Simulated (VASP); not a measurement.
# AlN (P6_3/mmc) in VASP: a series of runs, part 2 of 2

VASP 6.6.1.

## Step 3: Single point, PBEsol

This run uses another cell than the first one, of 10.19 Å³/atom, 0.996 times its volume.

INCAR reads:

```
PREC = Accurate
ENCUT = 520
EDIFF = 1E-7
ISMEAR = 0
SIGMA = 0.05
LREAL = False
LASPH = True
NELM = 80
ALGO = Normal
ISIF = 2
LWAVE = False
LCHARG = True
GGA = PS
LELF = True
LVHAR = True
NBANDS = 16
```

KPOINTS reads:

```
regular mesh
0
Gamma
  9 9 6
```

POSCAR reads:

```
AlN
1.0
    3.3214000000      0.0000000000      0.0000000000
   -1.6607000000      2.8764167761      0.0000000000
    0.0000000000      0.0000000000      4.2655000000
Al N
2 2
Direct
    0.3333333333      0.6666666667      0.7500000000
    0.6666666667      0.3333333333      0.2500000000
    0.3333333333      0.6666666667      0.2500000000
    0.6666666667      0.3333333333      0.7500000000
```

Potentials or basis: VASP PAW PBE potentials, release 64 (Al, N).

The run is started by

```
$ cat potpaw_PBE.64/Al/POTCAR potpaw_PBE.64/N/POTCAR > POTCAR
$ mpirun -np 1 vasp_std > vasp.out
```

OUTCAR:

```text
PREC = Accurate
   ENCUT = 520
   EDIFF = 1E-7
   ISMEAR = 0
   LREAL = False
   LASPH = True
   NELM = 80
   ISIF = 2
   GGA = PS

 ion  position               nearest neighbor table
   1  0.333  0.667  0.750-   4 1.92   4 1.92   4 1.92   3 2.13   3 2.13   2 2.87   2 2.87   2 2.87
                             2 2.87   2 2.87   2 2.87
   2  0.667  0.333  0.250-   3 1.92   3 1.92   3 1.92   4 2.13   4 2.13   1 2.87   1 2.87   1 2.87
                             1 2.87   1 2.87   1 2.87
   3  0.333  0.667  0.250-   2 1.92   2 1.92   2 1.92   1 2.13   1 2.13
   4  0.667  0.333  0.750-   1 1.92   1 1.92   1 1.92   2 2.13   2 2.13

  LATTYP: Found a hexagonal cell.
 ALAT       =     3.3214000000
 C/A-ratio  =     1.2842476064

  Lattice vectors:

 A1 = (   3.3214000000,   0.0000000000,   0.0000000000)
 A2 = (  -1.6607000000,   2.8764167761,   0.0000000000)
 A3 = (   0.0000000000,   0.0000000000,   4.2655000000)

Analysis of symmetry for initial positions (statically):
=====================================================================
 Subroutine PRICEL returns:
 Original cell was already a primitive cell.

[... 180 lines left out ...]
 fundamental gap:      2.9656335761
 Fermi energy:         7.8611825110

 k-point     1 :       0.0000    0.0000    0.0000
  band No.  band energies     occupation
      1      -8.9782      2.00000
      2      -5.5064      2.00000
      3       0.7935      2.00000
      4       4.4268      2.00000
      5       4.4268      2.00000
      6       5.9926      2.00000
[... 433 lines left out ...]
      3       1.1719      2.00000
      4       2.0837      2.00000
      5       2.0837      2.00000
      6       4.5123      2.00000
[... 8 lines left out ...]
     15      18.5266      0.00000
     16      20.2293      0.00000

 [... further k-points ...]

------------------------ aborting loop because EDIFF is reached ----------------------------------------

  FORCE on cell =-STRESS in cart. coord.  units (eV):
  Direction    XX          YY          ZZ          XY          YZ          ZX
  --------------------------------------------------------------------------------------
  -------------------------------------------------------------------------------------
  Total       -1.7590143     -1.7590143     -2.3305276      0.0000000      0.0000000      0.0000000
  in kB      -69.1571363    -69.1571363    -91.6266694      0.0000000      0.0000000      0.0000000
  external PRESSURE =     -76.6469807 kB  Pullay stress =       0.0000000 kB

 VOLUME and BASIS-vectors are now :
 -----------------------------------------------------------------------------
  energy-cutoff  :      520.00
  volume of cell :       40.75
      direct lattice vectors                 reciprocal lattice vectors
     3.321400000  0.000000000  0.000000000     0.301077859  0.173827383  0.000000000
    -1.660700000  2.876416776  0.000000000     0.000000000  0.347654766  0.000000000
     0.000000000  0.000000000  4.265500000     0.000000000  0.000000000  0.234439104

 POSITION                                       TOTAL-FORCE (eV/Angst)
 -----------------------------------------------------------------------------------
     -0.00000      1.91761      3.19913         0.000000      0.000000      0.000000
      1.66070      0.95881      1.06638        -0.000000     -0.000000      0.000000
     -0.00000      1.91761      1.06638        -0.000000     -0.000000      0.000000
      1.66070      0.95881      3.19913         0.000000     -0.000000      0.000000
 -----------------------------------------------------------------------------------
    total drift:                               -0.000000     -0.000000     -0.000000

  FREE ENERGIE OF THE ION-ELECTRON SYSTEM (eV)
  ---------------------------------------------------
  free  energy   TOTEN  =       -30.8998607712 eV

  energy  without entropy=      -30.8998607712  energy(sigma->0) =      -30.89986077
```

OSZICAR:

```text
N       E                     dE             d eps       ncg     rms          rms(c)
DAV:   1     0.381739216179E+02    0.38174E+02   -0.72366E+03  1536   0.896E+02
DAV:   2    -0.316290240100E+02   -0.69803E+02   -0.63713E+02  2208   0.183E+02
DAV:   3    -0.350041313574E+02   -0.33751E+01   -0.33613E+01  1896   0.414E+01
DAV:   4    -0.350248971324E+02   -0.20766E-01   -0.20764E-01  1856   0.363E+00
DAV:   5    -0.350251729446E+02   -0.27581E-03   -0.27581E-03  1888   0.422E-01    0.111E+01
DAV:   6    -0.309644789219E+02    0.40607E+01   -0.81682E+00  1976   0.212E+01    0.388E+00
DAV:   7    -0.309411648644E+02    0.23314E-01   -0.62588E-01  1696   0.542E+00    0.276E+00
DAV:   8    -0.309073933943E+02    0.33771E-01   -0.97612E-02  1688   0.256E+00    0.865E-01
DAV:   9    -0.308995733900E+02    0.78200E-02   -0.18074E-02  1968   0.105E+00    0.278E-01
DAV:  10    -0.308999564102E+02   -0.38302E-03   -0.20746E-03  1720   0.311E-01    0.179E-01
DAV:  11    -0.308998630067E+02    0.93404E-04   -0.12588E-04  1800   0.859E-02    0.434E-02
DAV:  12    -0.308998612448E+02    0.17618E-05   -0.63329E-06  1800   0.201E-02    0.869E-03
DAV:  13    -0.308998607153E+02    0.52952E-06   -0.26939E-06  1936   0.123E-02    0.417E-03
DAV:  14    -0.308998607712E+02   -0.55892E-07   -0.17219E-07  1120   0.379E-03
   1 F= -.30899861E+02 E0= -.30899861E+02  d E =-.158067E-11
```

Wall time 60 s (1 thread of AMD EPYC 7R13 (Zen 3), shared host); peak memory 0.14 GiB.

Results:

- Free energy: -30.8999 eV
- Pressure: -7.7 GPa
- Band gap on the k mesh: 2.97 eV, direct

Levels at points of the mesh, in eV from the valence-band top:
```csv
k point,band 5,band 6,band 7,band 8,band 9,band 10,band 11,band 12
"(0.00, 0.00, 0.00)",-3.23,-1.66,-1.66,0.00,2.97,4.16,8.04,8.04
"(0.00, 0.00, 0.50)",-2.48,-2.48,-2.48,-2.48,5.37,5.37,8.26,8.26
```

Caveat: the PAW data sets were made with another functional, which shifts forces and pressure a little. Expect the measured gap to be larger: semilocal functionals such as PBEsol lack the derivative discontinuity.

## Step 4: Single point, PBEsol

This run uses another cell than the first one, of 10.14 Å³/atom, 0.991 times its volume.

INCAR reads:

```
SYSTEM = AlN
PREC = Accurate ; ENCUT = 520
EDIFF = 1E-6 ; ISMEAR = 0
SIGMA = 0.05 ; LREAL = .False.
LASPH = .True. ; NELM = 60
ALGO = Normal ; ISIF = 2
LWAVE = .False. ; LCHARG = .True.
GGA = PS ; LELF = .True.
LVHAR = .True. ; NBANDS = 16
```

KPOINTS reads:

```
Automatic mesh
0
Gamma
  9 9 6
  0 0 0
```

POSCAR reads:

```
AlN
1.0
    3.2818000000      0.0000000000      0.0000000000
   -1.6409000000      2.8421221701      0.0000000000
    0.0000000000      0.0000000000      4.3483000000
Al N
2 2
Direct
    0.3333333333      0.6666666667      0.7500000000
    0.6666666667      0.3333333333      0.2500000000
    0.3333333333      0.6666666667      0.2500000000
    0.6666666667      0.3333333333      0.7500000000
```

The run is started by

```
$ cat potpaw_PBE.64/Al/POTCAR potpaw_PBE.64/N/POTCAR > POTCAR
$ mpirun -np 1 vasp_std > vasp.out
```

It took 52 s on 1 thread of AMD EPYC 7R13 (Zen 3), shared host; peak memory 0.13 GiB.

Results (log left out):

| Property | Result |
| --- | --- |
| Free energy | -30.8827 eV |
| Pressure | -5.3 GPa |
| Band gap on the k mesh | 2.92 eV, direct |

Stress tensor (GPa, compression positive):
```
 -2.87   0.00   0.00
  0.00  -2.87   0.00
  0.00   0.00 -10.13
```

Levels at points of the mesh, in eV from the valence-band top:
| k point | band 4 | band 5 | band 6 | band 7 | band 8 | band 9 | band 10 | band 11 | band 12 | band 13 |
| --- | --- | --- | --- | --- | --- | --- | --- | --- | --- | --- |
| (0.00, 0.00, 0.00) | -3.25 | -3.25 | -1.83 | -1.83 | 0.00 | 2.93 | 4.27 | 8.17 | 8.17 | 10.85 |
| (0.00, 0.00, 0.50) | -3.86 | -2.57 | -2.57 | -2.57 | -2.57 | 5.34 | 5.34 | 8.42 | 8.42 | 8.42 |

Caveat: the PAW data sets were made with another functional, which shifts forces and pressure a little. PBEsol gaps usually lie below the measured ones, often by a third to a half.

## Step 5: Summary

| cell | gap on the mesh (eV) | pressure (GPa) |
| --- | --- | --- |
| a = 3.361, b = 3.361, c = 4.183 Å, angles 90.0, 90.0, 120.0°, 4 atoms | 3.03 | -9.2 |
| a = 3.321, b = 3.321, c = 4.266 Å, angles 90.0, 90.0, 120.0°, 4 atoms | 2.97 | -7.7 |
| a = 3.282, b = 3.282, c = 4.348 Å, angles 90.0, 90.0, 120.0°, 4 atoms | 2.92 | -5.3 |

Alike in all rows: task single point; level PBEsol; potentials or basis VASP PAW PBE potentials, release 64 (Al, N); no spin polarisation; k mesh 9 × 9 × 6; cutoff (eV) 520; smearing gaussian 0.05 eV.

Caveats: the PAW data sets were made with another functional, which shifts forces and pressure a little.

Absolute energies hang on the potentials; compare differences alone.
